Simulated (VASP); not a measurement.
# Sn2SeS3 (R-3m) in VASP: a series of runs

The runs below take Sn2SeS3 through single point, with PBE.

Everything below comes from runs of VASP 6.6.1. Logs are shortened: lines on timing, memory, paths and dates and some standing lists are left out, and cuts for length are marked.

### Step 1. The cell of the first run

Symmetry: R-3m, No. 166, trigonal system. The conventional cell has a = 6.211 Å, b = 6.211 Å, c = 13.668 Å, α = 90.00°, β = 90.00°, γ = 120.00°. Within 4.4 Å of Sn (site symmetry 3m) lie 9 S at 3.34 to 3.56 Å and 4 Sn at 3.47 to 3.75 Å and 3 Se at 3.63 Å. Within 3.8 Å of Se (site symmetry -3m) lie 6 S at 2.90 Å and 6 Sn at 3.63 Å. Within 3.8 Å of S (site symmetry 2/m) lie 2 Se at 2.90 Å and 4 S at 3.11 Å and 6 Sn at 3.34 to 3.56 Å.

The cell was built from a structure type or drawn by symmetry, and may not be a known phase.

### Step 2. Single point, PBE

INCAR

```
SYSTEM = Sn2SeS3
PREC = Accurate ; ENCUT = 520
EDIFF = 1E-6 ; ISMEAR = 0
SIGMA = 0.1 ; LREAL = .FALSE.
LASPH = .TRUE. ; NELM = 80
ALGO = Normal ; ISIF = 2
LWAVE = .FALSE. ; LCHARG = .FALSE.
GGA = PE ; NBANDS = 35
```

KPOINTS

```
regular mesh
0
G
  3 3 3
  0 0 0
```

POSCAR

```
Sn2SeS3
1.0
    3.1055168100      1.7929709600      4.5558830200
   -3.1055168100      1.7929709600      4.5558830200
    0.0000000000     -3.5859419300      4.5558830200
Sn Se S
2 1 3
Direct
    0.6267769900      0.6267769900      0.6267769900
    0.3732230100      0.3732230100      0.3732230100
    0.0000000000      0.0000000000      0.0000000000
    0.0000000000      0.5000000000      0.0000000000
    0.5000000000      0.0000000000      0.0000000000
    0.0000000000      0.0000000000      0.5000000000
```

Potentials or basis: VASP PAW PBE potentials, release 64 (Sn_d, Se, S).

On the command line:

```
> cat potpaw_PBE.64/Sn_d/POTCAR potpaw_PBE.64/Se/POTCAR potpaw_PBE.64/S/POTCAR > POTCAR
> mpirun -np 1 vasp_std > vasp.out
```

OUTCAR:

```text
SYSTEM = Sn2SeS3
   PREC = Accurate
   ENCUT = 520
   EDIFF = 1E-6
   ISMEAR = 0
   LREAL = .FALSE.
   LASPH = .TRUE.
   NELM = 80
   ISIF = 2
   GGA = PE

 ion  position               nearest neighbor table
   1  0.627  0.627  0.627-   2 3.47   2 3.75   2 3.75   2 3.75
   2  0.373  0.373  0.373-   1 3.47   1 3.75   1 3.75   1 3.75
   3  0.000  0.000  0.000-
   4  0.000  0.500  0.000-
   5  0.500  0.000  0.000-
   6  0.000  0.000  0.500-

  LATTYP: Found a trigonal (rhomboedric) cell.
 ALAT       =     5.7978487056
 COS(alpha) =     0.4261954233

  Lattice vectors:

 A1 = (   3.1055168100,   1.7929709600,   4.5558830200)
 A2 = (  -3.1055168100,   1.7929709600,   4.5558830200)
 A3 = (   0.0000000000,  -3.5859419300,   4.5558830200)

Analysis of symmetry for initial positions (statically):
=====================================================================
 Subroutine PRICEL returns:
 Original cell was already a primitive cell.

 Routine SETGRP: Setting up the symmetry group for a
 trigonal (rhombohedral) supercell.

 Subroutine GETGRP returns: Found 12 space group operations
 (whereof 12 operations were pure point group operations)
 out of a pool of 12 trial point group operations.

The static configuration has the point symmetry D_3d.

Analysis of symmetry for dynamics (positions and initial velocities):
=====================================================================
 Subroutine PRICEL returns:
 Original cell was already a primitive cell.

 Routine SETGRP: Setting up the symmetry group for a
 trigonal (rhombohedral) supercell.

 Subroutine GETGRP returns: Found 12 space group operations
 (whereof 12 operations were pure point group operations)
 out of a pool of 12 trial point group operations.

The dynamic configuration has the point symmetry D_3d.

 Subroutine INISYM returns: Found 12 space group operations
 (whereof 12 operations are pure point group operations),
 and found     1 'primitive' translations

----------------------------------------------------------------------------------------

                                     Primitive cell

  volume of cell :     152.2057

  direct lattice vectors                    reciprocal lattice vectors
     3.105516810  1.792970960  4.555883020     0.161003798  0.092955586  0.073165472
    -3.105516810  1.792970960  4.555883020    -0.161003798  0.092955586  0.073165472
     0.000000000 -3.585941930  4.555883020     0.000000000 -0.185911172  0.073165472

  length of vectors
     5.797848706  5.797848706  5.797848706     0.199790265  0.199790265  0.199790266

  position of ions in fractional coordinates (direct lattice)
     0.626776990  0.626776990  0.626776990
     0.373223010  0.373223010  0.373223010
     0.000000000  0.000000000  0.000000000
     0.000000000  0.500000000  1.000000000
     0.500000000  0.000000000  1.000000000
     0.000000000  0.000000000  0.500000000

  ion indices of the primitive-cell ions
   primitive index   ion index
                 1           1
                 2           2
                 3           3
                 4           4
                 5           5
                 6           6

----------------------------------------------------------------------------------------

 KPOINTS: regular mesh

Automatic generation of k-mesh.
 Grid dimensions read from file:
 generate k-points for:    3    3    3

 Generating k-lattice:

  Cartesian coordinates                     Fractional coordinates (reciprocal lattice)
     0.053667933  0.030985195  0.024388491     0.333333333 -0.000000000  0.000000000
    -0.053667933  0.030985195  0.024388491    -0.000000000  0.333333333  0.000000000
     0.000000000 -0.061970391  0.024388491    -0.000000000 -0.000000000  0.333333333

  Length of vectors
     0.066596755  0.066596755  0.066596755

  Shift w.r.t. Gamma in fractional coordinates (k-lattice)
     0.000000000  0.000000000  0.000000000

 Subroutine IBZKPT returns following result:
 ===========================================

 Found      6 irreducible k-points:

 Following reciprocal coordinates:
            Coordinates               Weight
  0.000000  0.000000  0.000000      1.000000
  0.333333  0.000000  0.000000      6.000000
  0.333333  0.333333  0.000000      6.000000
 -0.333333  0.333333  0.000000      6.000000
  0.333333  0.333333  0.333333      2.000000
 -0.333333  0.333333  0.333333      6.000000
   k-points           NKPTS =      6   k-points in BZ     NKDIM =      6   number of bands    NBANDS=     35
   number of dos      NEDOS =    301   number of ions     NIONS =      6
   total plane-waves  NPLWV = 110592
   dimension x,y,z NGX =    48 NGY =   48 NGZ =   48
   dimension x,y,z NGXF=    96 NGYF=   96 NGZF=   96
   ions per type =               2   1   3
   NGX,Y,Z   is equivalent  to a cutoff of  13.76, 13.76, 13.76 a.u.
   NGXF,Y,Z  is equivalent  to a cutoff of  27.53, 27.53, 27.53 a.u.
 SYSTEM =  Sn2SeS3
   PREC   = accura    normal or accurate (medium, high low for compatibility)
   ISTART =      0    job   : 0-new  1-cont  2-samecut
   ICHARG =      2    charge: 1-file 2-atom 10-const
   ISPIN  =      1    spin polarized calculation?
   LNONCOLLINEAR =      F non collinear calculations
   LSORBIT =      F    spin-orbit coupling
   LASPH  =      T    aspherical Exc in radial PAW
   ENCUT  =  520.0 eV  38.22 Ry    6.18 a.u.  10.78 10.78 10.78*2*pi/ulx,y,z
   NELM   =     80;   NELMIN=  2; NELMDL= -5     # of ELM steps
   EDIFF  = 0.1E-05   stopping-criterion for ELM
   LREAL  =      F    real-space projection
   EDIFFG = 0.1E-04   stopping-criterion for IOM
   NSW    =      0    number of steps for IOM
   IBRION =     -1    ionic relax: 0-MD 1-quasi-New 2-CG
   NFREE  =      0    steps in history (QN), initial steepest desc. (CG)
   ISIF   =      2    stress and relaxation
   ISYM   =      2    0-nonsym 1-usesym 2-fastsym
   POTIM  = 0.5000    time-step for ionic-motion
   TEBEG  =    0.0;   TEEND  =   0.0 temperature during run
   PSTRESS=    0.0 pullay stress
   NELECT =      52.0000    total number of electrons
   NUPDOWN=      -1.0000    fix difference up-down
   EMIN   =  10.00;   EMAX   =-10.00  energy-range for DOS
   EFERMI =   0.00;   METHOD = LEGACY
   ISMEAR =     0;   SIGMA  =   0.10  broadening in eV -4-tet -1-fermi 0-gaus
   EFERMI_NEDOS =   21; number of points for ismear=-14 and -15
   IALGO  =     38    algorithm
   IMIX   =      4    mixing-type and parameters
     AMIX     =   0.40;   BMIX     =  1.00
     AMIX_MAG =   1.60;   BMIX_MAG =  1.00
  volume/ion in A,a.u.               =      25.37       171.19
  Fermi-wavevector in a.u.,A,eV,Ry     =   1.144456  2.162708 17.820621  1.309779
  Thomas-Fermi vector in A             =   2.281148
   LORBIT       =      0    0 simple, 1 ext, 2 COOP (PROOUT), +10 PAW based schemes
   GGA     = PE    functional components
   LHFCALC =     F    Hartree Fock is set to
   AEXX    =    0.0000 exact exchange contribution
   IVDW    =     0    specifies the selected vdW correction
   LEPSILON=     F    determine dielectric tensor
   LRPA    =     F    only Hartree local field effects (RPA)
 non-spin polarized calculation
 Gauss-broadening in eV      SIGMA  =   0.10
  energy-cutoff  :      520.00
  volume of cell :      152.21
 maximum number of plane-waves:      4121
 NGX is ok and might be reduce to    48
   NGX = 21   NGY = 21   NGZ = 21

 number of electron      52.0000002 magnetization

 Free energy of the ion-electron system (eV)
  ---------------------------------------------------
  ext. energy  EPLUGINS =         0.00000000
  ---------------------------------------------------
  free energy    TOTEN  =       -19.90568403 eV

  energy without entropy =      -19.85886502  energy(sigma->0) =      -19.88227453

 E-fermi :   5.2268     XC(G=0):  -9.6502

 val. band max:        5.1825262030   @ k =   0.3333   0.3333   0.3333
 cond. band min:       5.2603651928   @ k =  -0.3333   0.3333   0.3333
 fundamental gap:      0.0778389897
 Fermi energy:         5.2267822556

 k-point     1 :       0.0000    0.0000    0.0000
  band No.  band energies     occupation
      1     -17.1751      2.00000
      2     -17.1751      2.00000
      3     -17.1722      2.00000
      4     -17.1615      2.00000
      5     -17.1615      2.00000
      6     -17.1455      2.00000
[... 27 lines left out ...]
     34       9.7909      0.00000
     35      11.4351      0.00000

 k-point     2 :       0.3333    0.0000    0.0000
  band No.  band energies     occupation
      1     -17.1790      2.00000
      2     -17.1741      2.00000
      3     -17.1730      2.00000
      4     -17.1577      2.00000
      5     -17.1564      2.00000
      6     -17.1474      2.00000
[... 27 lines left out ...]
     34       8.8979      0.00000
     35      12.2895      0.00000

 k-point     3 :       0.3333    0.3333    0.0000
  band No.  band energies     occupation
      1     -17.1784      2.00000
      2     -17.1774      2.00000
      3     -17.1685      2.00000
      4     -17.1568      2.00000
      5     -17.1563      2.00000
      6     -17.1493      2.00000
[... 27 lines left out ...]
     34       8.3845      0.00000
     35      11.5304      0.00000

 k-point     4 :      -0.3333    0.3333    0.0000
  band No.  band energies     occupation
      1     -17.1824      2.00000
      2     -17.1750      2.00000
      3     -17.1659      2.00000
      4     -17.1605      2.00000
      5     -17.1520      2.00000
      6     -17.1474      2.00000
[... 27 lines left out ...]
     34       8.4850      0.00000
     35      11.8421      0.00000

 k-point     5 :       0.3333    0.3333    0.3333
  band No.  band energies     occupation
      1     -17.1755      2.00000
      2     -17.1755      2.00000
      3     -17.1678      2.00000
      4     -17.1611      2.00000
      5     -17.1611      2.00000
      6     -17.1448      2.00000
[... 27 lines left out ...]
     34       8.4773      0.00000
     35      12.3285      0.00000

 k-point     6 :      -0.3333    0.3333    0.3333
  band No.  band energies     occupation
      1     -17.1790      2.00000
      2     -17.1777      2.00000
      3     -17.1667      2.00000
      4     -17.1569      2.00000
      5     -17.1549      2.00000
      6     -17.1466      2.00000
[... 27 lines left out ...]
     34       8.5891      0.00000
     35      12.0374      0.00000

------------------------ aborting loop because EDIFF is reached ----------------------------------------

  FORCE on cell =-STRESS in cart. coord.  units (eV):
  Direction    XX          YY          ZZ          XY          YZ          ZX
  --------------------------------------------------------------------------------------
  -------------------------------------------------------------------------------------
  Total       -6.2355048     -6.2355048     -5.3857831      0.0000000      0.0000000      0.0000000
  in kB      -65.6373816    -65.6373814    -56.6928752      0.0000000      0.0000000      0.0000000
  external PRESSURE =     -62.6558794 kB  Pullay stress =       0.0000000 kB

 VOLUME and BASIS-vectors are now :
 -----------------------------------------------------------------------------
  energy-cutoff  :      520.00
  volume of cell :      152.21
      direct lattice vectors                 reciprocal lattice vectors
     3.105516810  1.792970960  4.555883020     0.161003798  0.092955586  0.073165472
    -3.105516810  1.792970960  4.555883020    -0.161003798  0.092955586  0.073165472
     0.000000000 -3.585941930  4.555883020     0.000000000 -0.185911172  0.073165472

 POSITION                                       TOTAL-FORCE (eV/Angst)
 -----------------------------------------------------------------------------------
      0.00000     -0.00000      8.56657        -0.000000     -0.000000      0.313903
      0.00000     -0.00000      5.10108        -0.000000      0.000000     -0.313903
      0.00000      0.00000      0.00000        -0.000000      0.000000      0.000000
     -1.55276      0.89649      2.27794         0.000000      0.000000     -0.000000
      1.55276      0.89649      2.27794         0.000000      0.000000      0.000000
      0.00000     -1.79297      2.27794        -0.000000     -0.000000      0.000000
 -----------------------------------------------------------------------------------
    total drift:                               -0.000000     -0.000000      0.000000

  FREE ENERGIE OF THE ION-ELECTRON SYSTEM (eV)
  ---------------------------------------------------
  free  energy   TOTEN  =       -19.9056840287 eV

  energy  without entropy=      -19.8588650245  energy(sigma->0) =      -19.88227453
```

It took 50 s on 1 thread of Intel Xeon 8259CL, shared host; peak memory 0.33 GiB.

Results:

* Free energy: -19.9057 eV
* Pressure: -6.3 GPa
* Largest force: 0.314 eV/Å
* Band gap on the k mesh: zero (bands 26 and 27 overlap by 0.04 eV)

Forces on the atoms (eV/Å):
```
Sn   0.000  0.000  0.314
Sn   0.000  0.000 -0.314
Se   0.000  0.000  0.000
S    0.000  0.000  0.000
S    0.000  0.000  0.000
S    0.000  0.000  0.000
```

Levels at points of the mesh, in eV from the Fermi level:
```tsv
k point	band 23	band 24	band 25	band 26	band 27	band 28	band 29	band 30
(0.00, 0.00, 0.00)	-1.12	-1.01	-1.01	-0.10	0.11	0.11	1.32	1.32
```

Caveat: the k points lie up to 0.42 Å⁻¹ apart; semilocal functionals underestimate gaps, so a narrow gap can read as zero; spin-orbit coupling is left out, which moves the levels of the heavy elements.

### Step 3. Single point, PBE

This run uses another cell than the first one, of 25.93 Å³/atom.

INCAR

```
SYSTEM = Sn2SeS3
ALGO     = Normal         ! electronic algorithm
EDIFF    = 1E-7           ! SCF threshold, eV
ENCUT    = 520            ! plane-wave cutoff, eV
GGA      = PE             ! functional
ISIF     = 2              ! what is computed and relaxed
ISMEAR   = 0              ! smearing method
LASPH    = .TRUE.         ! aspherical terms in the spheres
LCHARG   = .TRUE.         ! write CHGCAR
LELF     = .TRUE.         ! ELF
LREAL    = .FALSE.        ! projectors in reciprocal space
LVHAR    = .TRUE.       
LWAVE    = .FALSE.        ! write WAVECAR
NBANDS   = 35             ! bands
NELM     = 80             ! most SCF steps
PREC     = Accurate       ! precision mode
SIGMA    = 0.1            ! smearing width, eV
```

KPOINTS

```
k-points
0
G
  3 3 3
  0 0 0
```

POSCAR

```
Sn2SeS3
1.0
    3.0211787929      1.7442783875      4.9209879463
   -3.0211787929      1.7442783875      4.9209879463
    0.0000000000     -3.4885567805      4.9209879444
Sn Se S
2 1 3
Direct
    0.6999032211      0.6999032211      0.6999032211
    0.3000967789      0.3000967789      0.3000967789
    0.0000000000      0.0000000000      0.0000000000
    0.0000000000      0.5000000000      0.0000000000
    0.5000000000      0.0000000000      0.0000000000
    0.0000000000      0.0000000000      0.5000000000
```

Potentials or basis: VASP PAW PBE potentials, release 64 (Sn_d, Se, S).

On the command line:

```
> cat potpaw_PBE.64/Sn_d/POTCAR potpaw_PBE.64/Se/POTCAR potpaw_PBE.64/S/POTCAR > POTCAR
> mpirun -np 1 vasp_std > vasp.out
```

Wall time 80 s (1 thread of Intel Xeon 8259CL, shared host); peak memory 0.33 GiB.

It converged, with:

```
Free energy            : -21.3519 eV
Pressure               : -0.1 GPa
Largest force          : 0.005 eV/Å
Band gap on the k mesh : zero (bands 26 and 27 overlap by 0.35 eV)
```

Forces in eV/Å, atoms in the order of the input:
```
Sn   0.000  0.000  0.005
Sn   0.000  0.000 -0.005
Se   0.000  0.000  0.000
S    0.000  0.000  0.000
S    0.000  0.000  0.000
S    0.000  0.000  0.000
```

Stress tensor (GPa, compression positive):
```
-0.11  0.00  0.00
 0.00 -0.11  0.00
 0.00  0.00  0.00
```

Levels at points of the mesh, in eV from the Fermi level:
```
           k point  band 24  band 25  band 26  band 27  band 28  band 29
(0.00, 0.00, 0.00)    -0.63    -0.09    -0.09     0.30     1.07     1.07
```

Caveat: the k points lie up to 0.42 Å⁻¹ apart; semilocal functionals underestimate gaps, so a narrow gap can read as zero; spin-orbit coupling is left out, which moves the levels of the heavy elements.

(Continued in part 2 of 2.)
